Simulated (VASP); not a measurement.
Nd2BeCl:

```
Nd Be Cl
1.0
     2.85586   -4.03467    0.00000
     2.85586    4.03467    0.00000
     0.00000    0.00000    4.19768
Nd Be Cl
2 1 1
Direct
  0.70205 0.29795 0.00000
  0.29795 0.70205 0.00000
  0.50000 0.50000 0.50000
  0.00000 0.00000 0.00000
```

The cell was generated, and may not be a known phase.

* Program: VASP 6.6.1
* Task: relaxation of cell and atoms
* Functional: PBE
* Potentials or basis: VASP PAW PBE potentials, release 64 (Nd_3, Be, Cl), 4f in core
* Cutoff: 600 eV
* k mesh: 4 × 4 × 5
* Occupations: gaussian, width 0.2 eV
* Spin: no spin polarisation

At the start: pressure 17.6 GPa; volume 24.18 Å³/atom.

How do energy, volume and symmetry change on relaxing?

Over 25 steps the energy falls by 611.8 meV/atom and the volume is 32.53 Å³/atom (+34.5 %); space group Cmmm (No. 65, to 0.1 Å) before and after.

Step by step:
```csv
step,energy change (eV),largest force (eV/Å),pressure (GPa),volume (Å³)
1,0.0000,2.7675,17.59,96.74
2,-1.4818,0.3747,-1.73,137.89
3,-1.6402,0.3762,1.42,122.18
4,-1.6427,0.4073,0.86,124.19
5,-1.6429,0.3997,1.02,123.60
6,-1.7268,0.5102,0.75,127.48
7,-1.9071,0.4889,0.01,139.19
8,-1.8458,0.5247,-0.56,162.94
9,-1.9532,0.2465,-0.38,148.01
10,-1.9951,0.1872,0.07,146.40
11,-2.0216,0.0788,0.76,144.04
12,-2.0399,0.1274,0.60,144.31
13,-2.0909,0.3136,0.12,145.01
14,-2.2157,0.5819,-0.70,145.81
15,-2.2792,0.3735,-1.76,144.88
16,-2.3074,0.4868,-1.28,145.81
17,-2.3167,0.4557,-1.44,145.65
18,-2.3347,0.3334,-1.38,143.93
19,-2.3355,0.3075,-1.36,143.55
20,-2.3602,0.2269,-0.89,141.25
21,-2.3778,0.0698,-0.04,137.63
22,-2.3928,0.0681,-0.06,136.61
23,-2.4291,0.0586,-0.04,133.52
24,-2.4375,0.0144,0.29,127.12
25,-2.4473,0.0372,0.08,130.11
```

Final structure:
```
Nd Be Cl
1.0
     3.66531   -5.10695    0.00000
     3.66531    5.10695    0.00000
     0.00000    0.00000    3.47536
Nd Be Cl
2 1 1
Direct
  0.73661 0.26339 0.00000
  0.26339 0.73661 0.00000
  0.50000 0.50000 0.50000
  0.00000 0.00000 0.00000
```

Caveat: the volume moved by over 15 % at a fixed basis, so the end points are rough; the run has no spin polarisation, though such a crystal can be magnetic; the relaxation stopped at a loose force limit of 0.08 eV/Å, so its end isn't a converged minimum.
